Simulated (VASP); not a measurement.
Runs of VASP 6.6.1 on Pt. The structure is that of space group P6/mmm (No. 191), or close to it. The cells are those of the table. This isn't the form of Pt at room conditions, which is fcc.

| spin | cell | k mesh | smearing | gap on the mesh (eV) | pressure (GPa) |
| --- | --- | --- | --- | --- | --- |
| off | a = 4.313, b = 4.313, c = 2.570 Å, angles 90.0, 90.0, 120.0°, 3 atoms | 9 × 9 × 13 | fermi-dirac 0.1 eV | none | 47.5 |
| collinear | a = 4.501, b = 4.501, c = 2.681 Å, angles 90.0, 90.0, 120.0°, 3 atoms | 11 × 11 × 15 | fermi-dirac 0.05 eV | none | (a) |
| off | a = 4.377, b = 4.377, c = 2.608 Å, angles 90.0, 90.0, 120.0°, 3 atoms | 9 × 9 × 13 | fermi-dirac 0.1 eV | none | 27.7 |
| off | a = 4.618, b = 4.618, c = 2.751 Å, angles 90.0, 90.0, 120.0°, 3 atoms | 9 × 9 × 13 | fermi-dirac 0.1 eV | none | -15.5 |
| off | a = 4.501, b = 4.501, c = 2.682 Å, angles 90.0, 90.0, 120.0°, 3 atoms | 8 × 8 × 12 | fermi-dirac 0.1 eV | none | 0.6 |
| off | a = 4.560, b = 4.560, c = 2.717 Å, angles 90.0, 90.0, 120.0°, 3 atoms | 9 × 9 × 13 | fermi-dirac 0.1 eV | none | -8.5 |
| off | a = 4.501, b = 4.501, c = 2.682 Å, angles 90.0, 90.0, 120.0°, 3 atoms | 9 × 9 × 13 | fermi-dirac 0.1 eV | none | 0.6 |
| off | a = 4.440, b = 4.440, c = 2.646 Å, angles 90.0, 90.0, 120.0°, 3 atoms | 9 × 9 × 13 | fermi-dirac 0.1 eV | none | 12.4 |
| off | a = 4.674, b = 4.674, c = 2.785 Å, angles 90.0, 90.0, 120.0°, 3 atoms | 9 × 9 × 13 | fermi-dirac 0.1 eV | none | (b) |

Alike in all rows: task single point; level r2SCAN; potentials or basis VASP PAW PBE potentials, release 64 (Pt); cutoff (eV) 520.

Question: Fill in the values left out.

Answer: (a) 0.4; (b) -20.8.

Caveats: the PAW data sets were made with another functional, which shifts forces and pressure a little; spin-orbit coupling is left out, which moves the levels of the heavy elements; the cell stands under pressure (at least some runs); the cell stands under tension (at least some runs).

A k mesh can miss the band edges, and the runs leave out spin-orbit coupling on Pt.

A gap of «none» marks levels without a gap at the run's occupations.
